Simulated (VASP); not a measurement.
# P (Fm-3m) in VASP: further runs

Runs on P. Level: LDA. Tasks: single point.

Everything below comes from runs of VASP 6.6.1. Logs are shortened: lines on timing, memory, paths and dates and some standing lists are left out, and cuts for length are marked.

## 1. The cell of the first run

It takes space group Fm-3m (No. 225, cubic). Conventional cell: a = 3.820 Å, b = 3.820 Å, c = 3.820 Å, α = 90.00°, β = 90.00°, γ = 90.00°. Within 3.6 Å of P (site symmetry m-3m) lie 12 P at 2.70 Å.

This isn't the form of P at room conditions, which is orthorhombic.

## 2. Single point, LDA

File INCAR:

```
  PREC = Accurate
  ENCUT = 520
  EDIFF = 1E-7
  ISMEAR = -1
  SIGMA = 0.02
  LREAL = False
  LASPH = True
  NELM = 60
  ALGO = Normal
  ISIF = 2
  LWAVE = False
  LCHARG = True
  LELF = True
  LVHAR = True
  NBANDS = 8
```

File KPOINTS:

```
regular mesh
0
Gamma
  19 19 19
```

File POSCAR:

```
P
1.0
    0.0000000000      1.9098509019      1.9098509019
    1.9098509019      0.0000000000      1.9098509019
    1.9098509019      1.9098509019      0.0000000000
P
1
Direct
    0.0000000000      0.0000000000      0.0000000000
```

Potentials or basis: VASP PAW LDA potentials, release 64 (P).

Run with:

```bash
> cat potpaw_LDA.64/P/POTCAR > POTCAR
> mpirun -np 1 vasp_std > vasp.out
```

OUTCAR:

```text
PREC = Accurate
   ENCUT = 520
   EDIFF = 1E-7
   ISMEAR = -1
   LREAL = False
   LASPH = True
   NELM = 60
   ISIF = 2

 ion  position               nearest neighbor table
   1  0.000  0.000  0.000-

  LATTYP: Found a face centered cubic cell.
 ALAT       =     3.8197018038

  Lattice vectors:

 A1 = (   0.0000000000,   1.9098509019,   1.9098509019)
 A2 = (   1.9098509019,   0.0000000000,   1.9098509019)
 A3 = (   1.9098509019,   1.9098509019,   0.0000000000)

Analysis of symmetry for initial positions (statically):
=====================================================================
 Subroutine PRICEL returns:
 Original cell was already a primitive cell.

 Routine SETGRP: Setting up the symmetry group for a
 face centered cubic supercell.

 Subroutine GETGRP returns: Found 48 space group operations
 (whereof 48 operations were pure point group operations)
 out of a pool of 48 trial point group operations.

The static configuration has the point symmetry O_h .

Analysis of symmetry for dynamics (positions and initial velocities):
=====================================================================
 Subroutine PRICEL returns:
 Original cell was already a primitive cell.

 Routine SETGRP: Setting up the symmetry group for a
 face centered cubic supercell.

 Subroutine GETGRP returns: Found 48 space group operations
 (whereof 48 operations were pure point group operations)
 out of a pool of 48 trial point group operations.

The dynamic configuration has the point symmetry O_h .

 Subroutine INISYM returns: Found 48 space group operations
 (whereof 48 operations are pure point group operations),
 and found     1 'primitive' translations

----------------------------------------------------------------------------------------

                                     Primitive cell

  volume of cell :      13.9325

  direct lattice vectors                    reciprocal lattice vectors
     0.000000000  1.909850902  1.909850902    -0.261800541  0.261800541  0.261800541
     1.909850902  0.000000000  1.909850902     0.261800541 -0.261800541  0.261800541
     1.909850902  1.909850902  0.000000000     0.261800541  0.261800541 -0.261800541

  length of vectors
     2.700937048  2.700937048  2.700937048     0.453451839  0.453451839  0.453451839

  position of ions in fractional coordinates (direct lattice)
     0.000000000  0.000000000  0.000000000

  ion indices of the primitive-cell ions
   primitive index   ion index
                 1           1

----------------------------------------------------------------------------------------

 KPOINTS: regular mesh

Automatic generation of k-mesh.
 Grid dimensions read from file:
 generate k-points for:   19   19   19

 Generating k-lattice:

  Cartesian coordinates                     Fractional coordinates (reciprocal lattice)
    -0.013778976  0.013778976  0.013778976     0.052631579  0.000000000  0.000000000
     0.013778976 -0.013778976  0.013778976     0.000000000  0.052631579  0.000000000
     0.013778976  0.013778976 -0.013778976     0.000000000  0.000000000  0.052631579

  Length of vectors
     0.023865886  0.023865886  0.023865886

  Shift w.r.t. Gamma in fractional coordinates (k-lattice)
     0.000000000  0.000000000  0.000000000

 Subroutine IBZKPT returns following result:
 ===========================================

 Found    220 irreducible k-points:

 Following reciprocal coordinates:
            Coordinates               Weight
  0.000000  0.000000  0.000000      1.000000
  0.052632  0.000000  0.000000      8.000000
  0.105263  0.000000  0.000000      8.000000
  0.157895  0.000000  0.000000      8.000000
  0.210526  0.000000  0.000000      8.000000
  0.263158  0.000000  0.000000      8.000000
[... 16 lines left out ...]
 -0.315789  0.052632  0.000000     24.000000
 -0.263158  0.052632  0.000000     24.000000
 [... further k-points ...]
   k-points           NKPTS =    220   k-points in BZ     NKDIM =    220   number of bands    NBANDS=      8
   number of dos      NEDOS =    301   number of ions     NIONS =      1
   total plane-waves  NPLWV =   8000
   dimension x,y,z NGX =    20 NGY =   20 NGZ =   20
   dimension x,y,z NGXF=    40 NGYF=   40 NGZF=   40
   ions per type =               1
   NGX,Y,Z   is equivalent  to a cutoff of  12.31, 12.31, 12.31 a.u.
   NGXF,Y,Z  is equivalent  to a cutoff of  24.62, 24.62, 24.62 a.u.
 SYSTEM =  unknown system
   PREC   = accura    normal or accurate (medium, high low for compatibility)
   ISTART =      0    job   : 0-new  1-cont  2-samecut
   ICHARG =      2    charge: 1-file 2-atom 10-const
   ISPIN  =      1    spin polarized calculation?
   LNONCOLLINEAR =      F non collinear calculations
   LSORBIT =      F    spin-orbit coupling
   LASPH  =      T    aspherical Exc in radial PAW
   ENCUT  =  520.0 eV  38.22 Ry    6.18 a.u.   5.02  5.02  5.02*2*pi/ulx,y,z
   NELM   =     60;   NELMIN=  2; NELMDL= -5     # of ELM steps
   EDIFF  = 0.1E-06   stopping-criterion for ELM
   LREAL  =      F    real-space projection
   EDIFFG = 0.1E-05   stopping-criterion for IOM
   NSW    =      0    number of steps for IOM
   IBRION =     -1    ionic relax: 0-MD 1-quasi-New 2-CG
   NFREE  =      0    steps in history (QN), initial steepest desc. (CG)
   ISIF   =      2    stress and relaxation
   ISYM   =      2    0-nonsym 1-usesym 2-fastsym
   POTIM  = 0.5000    time-step for ionic-motion
   TEBEG  =    0.0;   TEEND  =   0.0 temperature during run
   PSTRESS=    0.0 pullay stress
   NELECT =       5.0000    total number of electrons
   NUPDOWN=      -1.0000    fix difference up-down
   EMIN   =  10.00;   EMAX   =-10.00  energy-range for DOS
   EFERMI =   0.00;   METHOD = LEGACY
   ISMEAR =    -1;   SIGMA  =   0.02  broadening in eV -4-tet -1-fermi 0-gaus
   EFERMI_NEDOS =   21; number of points for ismear=-14 and -15
   IALGO  =     38    algorithm
   IMIX   =      4    mixing-type and parameters
     AMIX     =   0.40;   BMIX     =  1.00
     AMIX_MAG =   1.60;   BMIX_MAG =  1.00
  volume/ion in A,a.u.               =      13.93        94.02
  Fermi-wavevector in a.u.,A,eV,Ry     =   1.163381  2.198472 18.414884  1.353456
  Thomas-Fermi vector in A             =   2.299932
   LORBIT       =      0    0 simple, 1 ext, 2 COOP (PROOUT), +10 PAW based schemes
   GGA     = CA    functional components
   LHFCALC =     F    Hartree Fock is set to
   AEXX    =    0.0000 exact exchange contribution
   IVDW    =     0    specifies the selected vdW correction
   LEPSILON=     F    determine dielectric tensor
   LRPA    =     F    only Hartree local field effects (RPA)
 non-spin polarized calculation
  energy-cutoff  :      520.00
  volume of cell :       13.93
 maximum number of plane-waves:       388
   NGX =  9   NGY =  9   NGZ =  9

 number of electron       4.9999999 magnetization

 Free energy of the ion-electron system (eV)
  ---------------------------------------------------
  ext. energy  EPLUGINS =         0.00000000
  ---------------------------------------------------
  free energy    TOTEN  =        -5.30384623 eV

  energy without entropy =       -5.30311652  energy(sigma->0) =       -5.30348137

 E-fermi :  10.3443     XC(G=0): -11.7318

 val. band max:       10.3335354481   @ k =  -0.4737   0.4737   0.0526
 cond. band min:      10.3454997235   @ k =   0.3684   0.2632   0.1053
 fundamental gap:      0.0119642754
 Fermi energy:        10.3443418508

 k-point     1 :       0.0000    0.0000    0.0000
  band No.  band energies     occupation
      1      -6.3728      2.00000
      2      17.4490      0.00000
      3      17.4490      0.00000
      4      17.4490      0.00000
      5      21.9006      0.00000
      6      21.9006      0.00000
      7      21.9006      0.00000
      8      28.3368      0.00000

 k-point     2 :       0.0526    0.0000    0.0000
  band No.  band energies     occupation
      1      -6.2929      2.00000
      2      16.7338      0.00000
      3      17.3187      0.00000
      4      17.3187      0.00000
      5      22.0020      0.00000
      6      22.1143      0.00000
      7      22.1143      0.00000
      8      28.0267      0.00000

 k-point     3 :       0.1053    0.0000    0.0000
  band No.  band energies     occupation
      1      -6.0535      2.00000
      2      15.0848      0.00000
      3      17.0004      0.00000
      4      17.0004      0.00000
      5      22.0643      0.00000
      6      22.6378      0.00000
      7      22.6378      0.00000
      8      27.3519      0.00000

 k-point     4 :       0.1579    0.0000    0.0000
  band No.  band energies     occupation
      1      -5.6556      2.00000
      2      13.0913      0.00000
      3      16.6184      0.00000
      4      16.6184      0.00000
      5      21.9729      0.00000
      6      23.1511      0.00000
      7      23.1511      0.00000
      8      26.8257      0.00000

 k-point     5 :       0.2105    0.0000    0.0000
  band No.  band energies     occupation
      1      -5.1010      2.00000
      2      11.0165      0.00000
      3      16.2543      0.00000
      4      16.2543      0.00000
      5      21.8080      0.00000
      6      23.1906      0.00000
      7      23.1906      0.00000
      8      27.0070      0.00000

 k-point     6 :       0.2632    0.0000    0.0000
  band No.  band energies     occupation
      1      -4.3930      2.00000
      2       8.9721      2.00000
      3      15.9467      0.00000
      4      15.9467      0.00000
      5      21.6407      0.00000
      6      22.7208      0.00000
      7      22.7208      0.00000
      8      27.9639      0.00000

 k-point     7 :       0.3158    0.0000    0.0000
  band No.  band energies     occupation
      1      -3.5372      2.00000
      2       7.0148      2.00000
      3      15.7092      0.00000
      4      15.7092      0.00000
      5      21.5073      0.00000
      6      22.1082      0.00000
      7      22.1082      0.00000
      8      28.1869      0.00000

 k-point     8 :       0.3684    0.0000    0.0000
  band No.  band energies     occupation
      1      -2.5465      2.00000
      2       5.1829      2.00000
      3      15.5421      0.00000
      4      15.5421      0.00000
      5      21.4191      0.00000
      6      21.5606      0.00000
      7      21.5606      0.00000
      8      27.5111      0.00000

 k-point     9 :       0.4211    0.0000    0.0000
  band No.  band energies     occupation
      1      -1.4585      2.00000
      2       3.5279      2.00000
      3      15.4387      0.00000
      4      15.4387      0.00000
      5      21.1631      0.00000
      6      21.1631      0.00000
      7      21.3715      0.00000
      8      27.0279      0.00000

 k-point    10 :       0.4737    0.0000    0.0000
  band No.  band energies     occupation
      1      -0.4581      2.00000
      2       2.2424      2.00000
      3      15.3901      0.00000
      4      15.3901      0.00000
      5      20.9556      0.00000
      6      20.9556      0.00000
      7      21.3526      0.00000
      8      26.7759      0.00000
[... 78 lines left out ...]
 k-point    18 :       0.4211    0.0526    0.0000
  band No.  band energies     occupation
      1      -1.7578      2.00000
      2       4.1196      2.00000
      3      14.9773      0.00000
      4      15.1745      0.00000
      5      20.5532      0.00000
      6      21.8805      0.00000
      7      21.9534      0.00000
      8      27.7862      0.00000

 k-point    19 :       0.4737    0.0526    0.0000
  band No.  band energies     occupation
      1      -0.6813      2.00000
      2       2.6642      2.00000
      3      14.9294      0.00000
      4      15.0537      0.00000
      5      20.4753      0.00000
      6      21.4710      0.00000
      7      21.8873      0.00000
      8      27.5005      0.00000

 k-point    20 :      -0.4737    0.0526    0.0000
  band No.  band energies     occupation
      1      -0.2104      2.00000
      2       2.0984      2.00000
      3      14.7358      0.00000
      4      15.2068      0.00000
      5      20.5961      0.00000
      6      21.2372      0.00000
      7      21.8491      0.00000
      8      27.4357      0.00000

 k-point    21 :      -0.4211    0.0526    0.0000
  band No.  band energies     occupation
      1      -1.0255      2.00000
      2       3.1035      2.00000
      3      14.6082      0.00000
      4      15.4222      0.00000
      5      20.9089      0.00000
      6      21.1984      0.00000
      7      21.8337      0.00000
      8      27.6041      0.00000

 k-point    22 :      -0.3684    0.0526    0.0000
  band No.  band energies     occupation
      1      -2.1220      2.00000
      2       4.6728      2.00000
      3      14.5616      0.00000
      4      15.6863      0.00000
      5      21.3623      0.00000
      6      21.3910      0.00000
      7      21.8493      0.00000
      8      27.9797      0.00000

 k-point    23 :      -0.3158    0.0526    0.0000
  band No.  band energies     occupation
      1      -3.1513      2.00000
      2       6.4518      2.00000
      3      14.6084      0.00000
      4      15.9889      0.00000
      5      21.7183      0.00000
      6      21.8567      0.00000
      7      22.0577      0.00000
      8      28.4642      0.00000

 k-point    24 :      -0.2632    0.0526    0.0000
  band No.  band energies     occupation
      1      -4.0536      2.00000
      2       8.3686      2.00000
      3      14.7571      0.00000
      4      16.3228      0.00000
      5      21.9580      0.00000
      6      22.2199      0.00000
      7      22.7500      0.00000
      8      27.3500      0.00000

 [... further k-points ...]
[... 5 lines left out ...]
  --------------------------------------------------------------------------------------
  -------------------------------------------------------------------------------------
  Total       -0.0058356     -0.0058356     -0.0058356      0.0000000      0.0000000      0.0000000
  in kB       -0.6710728     -0.6710728     -0.6710728      0.0000000      0.0000000      0.0000000
  external PRESSURE =      -0.6710728 kB  Pullay stress =       0.0000000 kB

 VOLUME and BASIS-vectors are now :
 -----------------------------------------------------------------------------
  energy-cutoff  :      520.00
  volume of cell :       13.93
      direct lattice vectors                 reciprocal lattice vectors
     0.000000000  1.909850902  1.909850902    -0.261800541  0.261800541  0.261800541
     1.909850902  0.000000000  1.909850902     0.261800541 -0.261800541  0.261800541
     1.909850902  1.909850902  0.000000000     0.261800541  0.261800541 -0.261800541

 POSITION                                       TOTAL-FORCE (eV/Angst)
 -----------------------------------------------------------------------------------
      0.00000      0.00000      0.00000         0.000000     -0.000000     -0.000000
 -----------------------------------------------------------------------------------
    total drift:                                0.000000      0.000000     -0.000000

  FREE ENERGIE OF THE ION-ELECTRON SYSTEM (eV)
  ---------------------------------------------------
  free  energy   TOTEN  =        -5.3038462274 eV

  energy  without entropy=       -5.3031165171  energy(sigma->0) =       -5.30348137
```

It took 20 s on 1 thread of Intel Xeon 8259CL, shared host; peak memory 0.13 GiB.

What came out:

```yaml
Free_energy: -5.3038 eV
Pressure: -0.1 GPa
Band_gap_on_the_k_mesh: zero (an odd number of electrons rules out a gap without spin polarisation)
```

(Part 1 of 2 ends here.)
